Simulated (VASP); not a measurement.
# CdSe (I-4m2) in VASP: a series of runs, part 2 of 2

VASP 6.6.1. The steps go on from the part before.

### 6 Single point, PBE (volume scaled by 1.06, then relaxed in part)

Contents of INCAR:

```
SYSTEM = CdSe
PREC = Accurate
ENCUT = 520
EDIFF = 1E-6
ISMEAR = 0
SIGMA = 0.02
LREAL = .False.
LASPH = .True.
NELM = 100
ALGO = Normal
ISIF = 2
LWAVE = .False.
LCHARG = .False.
GGA = PE
NBANDS = 16
```

Contents of KPOINTS:

```
Automatic mesh
0
Gamma
  12 12 12
  0 0 0
```

Contents of POSCAR:

```
CdSe
1.0
   -2.2339636926      2.2339636926      3.1558939518
    2.2339636926     -2.2339636926      3.1558939518
    2.2339636926      2.2339636926     -3.1558939518
Cd Se
1 1
Direct
    0.0000000000      0.0000000000      0.0000000000
    0.2500000000      0.7500000000      0.5000000000
```

Potentials or basis: VASP PAW PBE potentials, release 64 (Cd, Se).

The run is started by

```bash
cat potpaw_PBE.64/Cd/POTCAR potpaw_PBE.64/Se/POTCAR > POTCAR
mpirun -np 1 vasp_std > vasp.out
```

OUTCAR:

```text
SYSTEM = CdSe
   PREC = Accurate
   ENCUT = 520
   EDIFF = 1E-6
   ISMEAR = 0
   LREAL = .False.
   LASPH = .True.
   NELM = 100
   ISIF = 2
   GGA = PE

 ion  position               nearest neighbor table
   1  0.000  0.000  0.000-   2 2.74   2 2.74   2 2.74   2 2.74
   2  0.250  0.750  0.500-   1 2.74   1 2.74   1 2.74   1 2.74

  LATTYP: Found a body centered tetragonal cell.
 ALAT       =     4.4679273852
 C/A-ratio  =     1.4126881123

  Lattice vectors:

 A1 = (  -2.2339636926,   2.2339636926,   3.1558939518)
 A2 = (   2.2339636926,  -2.2339636926,   3.1558939518)
 A3 = (   2.2339636926,   2.2339636926,  -3.1558939518)

Analysis of symmetry for initial positions (statically):
=====================================================================
 Subroutine PRICEL returns:
 Original cell was already a primitive cell.

 Routine SETGRP: Setting up the symmetry group for a
 body centered tetragonal supercell.

 Subroutine GETGRP returns: Found  8 space group operations
 (whereof  8 operations were pure point group operations)
 out of a pool of 16 trial point group operations.

The static configuration has the point symmetry D_2d.

Analysis of symmetry for dynamics (positions and initial velocities):
=====================================================================
 Subroutine PRICEL returns:
 Original cell was already a primitive cell.

 Routine SETGRP: Setting up the symmetry group for a
 body centered tetragonal supercell.

 Subroutine GETGRP returns: Found  8 space group operations
 (whereof  8 operations were pure point group operations)
 out of a pool of 16 trial point group operations.

The dynamic configuration has the point symmetry D_2d.

 Subroutine INISYM returns: Found  8 space group operations
 (whereof  8 operations are pure point group operations),
 and found     1 'primitive' translations

----------------------------------------------------------------------------------------

                                     Primitive cell

  volume of cell :      62.9991

  direct lattice vectors                    reciprocal lattice vectors
    -2.233963693  2.233963693  3.155893952     0.000000000  0.223817424  0.158433714
     2.233963693 -2.233963693  3.155893952     0.223817424  0.000000000  0.158433714
     2.233963693  2.233963693 -3.155893952     0.223817424  0.223817424  0.000000000

  length of vectors
     4.465518357  4.465518357  4.465518357     0.274217945  0.274217945  0.316525637

  position of ions in fractional coordinates (direct lattice)
     0.000000000  0.000000000  0.000000000
     0.250000000  0.750000000  0.500000000

  ion indices of the primitive-cell ions
   primitive index   ion index
                 1           1
                 2           2

----------------------------------------------------------------------------------------

 KPOINTS: Automatic mesh

Automatic generation of k-mesh.
 Grid dimensions read from file:
 generate k-points for:   12   12   12

 Generating k-lattice:

  Cartesian coordinates                     Fractional coordinates (reciprocal lattice)
     0.000000000  0.018651452  0.013202810     0.083333333  0.000000000 -0.000000000
     0.018651452  0.000000000  0.013202810     0.000000000  0.083333333 -0.000000000
     0.018651452  0.018651452  0.000000000     0.000000000  0.000000000  0.083333333

  Length of vectors
     0.022851495  0.022851495  0.026377136

  Shift w.r.t. Gamma in fractional coordinates (k-lattice)
     0.000000000  0.000000000  0.000000000

 Subroutine IBZKPT returns following result:
 ===========================================

 Found    163 irreducible k-points:

 Following reciprocal coordinates:
            Coordinates               Weight
  0.000000  0.000000  0.000000      1.000000
  0.083333  0.000000 -0.000000      8.000000
  0.166667  0.000000  0.000000      8.000000
  0.250000  0.000000  0.000000      8.000000
  0.333333  0.000000 -0.000000      8.000000
  0.416667  0.000000 -0.000000      8.000000
[... 16 lines left out ...]
  0.500000  0.166667  0.000000     16.000000
 -0.416667  0.166667  0.000000     16.000000
 [... further k-points ...]
   k-points           NKPTS =    163   k-points in BZ     NKDIM =    163   number of bands    NBANDS=     16
   number of dos      NEDOS =    301   number of ions     NIONS =      2
   total plane-waves  NPLWV =  46656
   dimension x,y,z NGX =    36 NGY =   36 NGZ =   36
   dimension x,y,z NGXF=    72 NGYF=   72 NGZF=   72
   ions per type =               1   1
   NGX,Y,Z   is equivalent  to a cutoff of  13.40, 13.40, 13.40 a.u.
   NGXF,Y,Z  is equivalent  to a cutoff of  26.80, 26.80, 26.80 a.u.
 SYSTEM =  CdSe
   PREC   = accura    normal or accurate (medium, high low for compatibility)
   ISTART =      0    job   : 0-new  1-cont  2-samecut
   ICHARG =      2    charge: 1-file 2-atom 10-const
   ISPIN  =      1    spin polarized calculation?
   LNONCOLLINEAR =      F non collinear calculations
   LSORBIT =      F    spin-orbit coupling
   LASPH  =      T    aspherical Exc in radial PAW
   ENCUT  =  520.0 eV  38.22 Ry    6.18 a.u.   8.30  8.30  8.30*2*pi/ulx,y,z
   NELM   =    100;   NELMIN=  2; NELMDL= -5     # of ELM steps
   EDIFF  = 0.1E-05   stopping-criterion for ELM
   LREAL  =      F    real-space projection
   EDIFFG = 0.1E-04   stopping-criterion for IOM
   NSW    =      0    number of steps for IOM
   IBRION =     -1    ionic relax: 0-MD 1-quasi-New 2-CG
   NFREE  =      0    steps in history (QN), initial steepest desc. (CG)
   ISIF   =      2    stress and relaxation
   ISYM   =      2    0-nonsym 1-usesym 2-fastsym
   POTIM  = 0.5000    time-step for ionic-motion
   TEBEG  =    0.0;   TEEND  =   0.0 temperature during run
   PSTRESS=    0.0 pullay stress
   NELECT =      18.0000    total number of electrons
   NUPDOWN=      -1.0000    fix difference up-down
   EMIN   =  10.00;   EMAX   =-10.00  energy-range for DOS
   EFERMI =   0.00;   METHOD = LEGACY
   ISMEAR =     0;   SIGMA  =   0.02  broadening in eV -4-tet -1-fermi 0-gaus
   EFERMI_NEDOS =   21; number of points for ismear=-14 and -15
   IALGO  =     38    algorithm
   IMIX   =      4    mixing-type and parameters
     AMIX     =   0.40;   BMIX     =  1.00
     AMIX_MAG =   1.60;   BMIX_MAG =  1.00
  volume/ion in A,a.u.               =      31.50       212.57
  Fermi-wavevector in a.u.,A,eV,Ry     =   1.078253  2.037603 15.818544  1.162630
  Thomas-Fermi vector in A             =   2.214187
   LORBIT       =      0    0 simple, 1 ext, 2 COOP (PROOUT), +10 PAW based schemes
   GGA     = PE    functional components
   LHFCALC =     F    Hartree Fock is set to
   AEXX    =    0.0000 exact exchange contribution
   IVDW    =     0    specifies the selected vdW correction
   LEPSILON=     F    determine dielectric tensor
   LRPA    =     F    only Hartree local field effects (RPA)
 non-spin polarized calculation
 Gauss-broadening in eV      SIGMA  =   0.02
  energy-cutoff  :      520.00
  volume of cell :       63.00
 maximum number of plane-waves:      1717
 NGX is ok and might be reduce to    36
   NGX = 17   NGY = 17   NGZ = 17

 number of electron      18.0000005 magnetization

 Free energy of the ion-electron system (eV)
  ---------------------------------------------------
  ext. energy  EPLUGINS =         0.00000000
  ---------------------------------------------------
  free energy    TOTEN  =        -5.47866402 eV

  energy without entropy =       -5.47866402  energy(sigma->0) =       -5.47866402

 E-fermi :   0.1899     XC(G=0):  -8.3814

 val. band max:        0.1089934015   @ k =   0.0000   0.0000   0.0000
 cond. band min:       0.4809221917   @ k =   0.0000   0.0000   0.0000
 fundamental gap:      0.3719287901
 Fermi energy:         0.1899175956

 k-point     1 :       0.0000    0.0000    0.0000
  band No.  band energies     occupation
      1     -11.9171      2.00000
      2      -7.5128      2.00000
      3      -7.5128      2.00000
      4      -7.5124      2.00000
      5      -7.2470      2.00000
      6      -7.2469      2.00000
[... 8 lines left out ...]
     15      10.9339      0.00000
     16      10.9490      0.00000
[... 419 lines left out ...]
 k-point    24 :      -0.4167    0.1667    0.0000
  band No.  band energies     occupation
      1     -11.6505      2.00000
      2      -7.4350      2.00000
      3      -7.4182      2.00000
      4      -7.2779      2.00000
      5      -7.2248      2.00000
      6      -7.1121      2.00000
[... 8 lines left out ...]
     15      11.4731      0.00000
     16      11.8475      0.00000

 [... further k-points ...]
[... 5 lines left out ...]
  --------------------------------------------------------------------------------------
  -------------------------------------------------------------------------------------
  Total       -0.8134540     -0.8134540     -0.8053092      0.0000000      0.0000000      0.0000000
  in kB      -20.6875454    -20.6875454    -20.4804104      0.0000000      0.0000000      0.0000000
  external PRESSURE =     -20.6185004 kB  Pullay stress =       0.0000000 kB

 VOLUME and BASIS-vectors are now :
 -----------------------------------------------------------------------------
  energy-cutoff  :      520.00
  volume of cell :       63.00
      direct lattice vectors                 reciprocal lattice vectors
    -2.233963693  2.233963693  3.155893952     0.000000000  0.223817424  0.158433714
     2.233963693 -2.233963693  3.155893952     0.223817424  0.000000000  0.158433714
     2.233963693  2.233963693 -3.155893952     0.223817424  0.223817424  0.000000000

 POSITION                                       TOTAL-FORCE (eV/Angst)
 -----------------------------------------------------------------------------------
      0.00000      0.00000      0.00000        -0.000000      0.000000     -0.000000
      2.23396     -0.00000      1.57795         0.000000     -0.000000      0.000000
 -----------------------------------------------------------------------------------
    total drift:                                0.000000     -0.000000     -0.000000

  FREE ENERGIE OF THE ION-ELECTRON SYSTEM (eV)
  ---------------------------------------------------
  free  energy   TOTEN  =        -5.4786640160 eV

  energy  without entropy=       -5.4786640160  energy(sigma->0) =       -5.47866402
```

stdout:

```text
POSCAR found type information on POSCAR CdSe
 POSCAR found :  2 types and       2 ions
 scaLAPACK will be used
 LDA part: xc-table for (Slater+PW92), standard interpolation
 POSCAR, INCAR and KPOINTS ok, starting setup
 FFT: planning ... GRIDC
 FFT: planning ... GRID_SOFT
 FFT: planning ... GRID
 WAVECAR not read
 entering main loop
```

It took 3.3 min on 1 thread of AMD EPYC 7R13, shared host; peak memory 0.3 GiB.

Results:

```yaml
Free_energy: -5.4787 eV
Pressure: -2.1 GPa
Band_gap_on_the_k_mesh: 0.37 eV, direct
```

Levels at points of the mesh, in eV from the valence-band top:
| k point | band 5 | band 6 | band 7 | band 8 | band 9 | band 10 | band 11 | band 12 | band 13 | band 14 |
| --- | --- | --- | --- | --- | --- | --- | --- | --- | --- | --- |
| (0.00, 0.00, 0.00) | -7.36 | -7.36 | 0.00 | 0.00 | 0.00 | 0.37 | 5.91 | 5.91 | 5.91 | 9.32 |
| (0.50, 0.00, 0.00) | -7.34 | -7.14 | -3.78 | -0.61 | -0.60 | 2.23 | 6.39 | 6.39 | 7.06 | 9.74 |
| (0.50, 0.50, 0.00) | -7.31 | -7.09 | -3.60 | -1.50 | -1.50 | 3.33 | 3.60 | 8.61 | 9.54 | 9.55 |
| (0.50, 0.50, 0.50) | -7.31 | -7.09 | -3.59 | -1.50 | -1.50 | 3.32 | 3.59 | 8.62 | 9.54 | 9.54 |

### 7 Overview

```csv
level,potentials or basis,cell,gap on the mesh (eV),pressure (GPa)
PBE,"VASP PAW PBE potentials, release 64 (Cd, Se)","a = 4.380 Å, angles 120.0, 120.0, 90.1°, 2 atoms",0.49,0.3
LDA,"VASP PAW LDA potentials, release 64 (Cd, Se)","a = 4.380 Å, angles 120.0, 120.0, 90.1°, 2 atoms",0.25,-4.0
PBE,"VASP PAW PBE potentials, release 64 (Cd, Se)","a = 4.423 Å, angles 120.0, 120.0, 90.1°, 2 atoms",0.43,-1.0
PBE,"VASP PAW PBE potentials, release 64 (Cd, Se)","a = 4.466 Å, angles 120.0, 120.0, 90.1°, 2 atoms",0.37,-2.1
```

Alike in all rows: task single point; no spin polarisation; k mesh 12 × 12 × 12; cutoff (eV) 520; smearing gaussian 0.02 eV.

Total energies depend on the potentials used, so only differences within one code and one set of settings carry meaning.
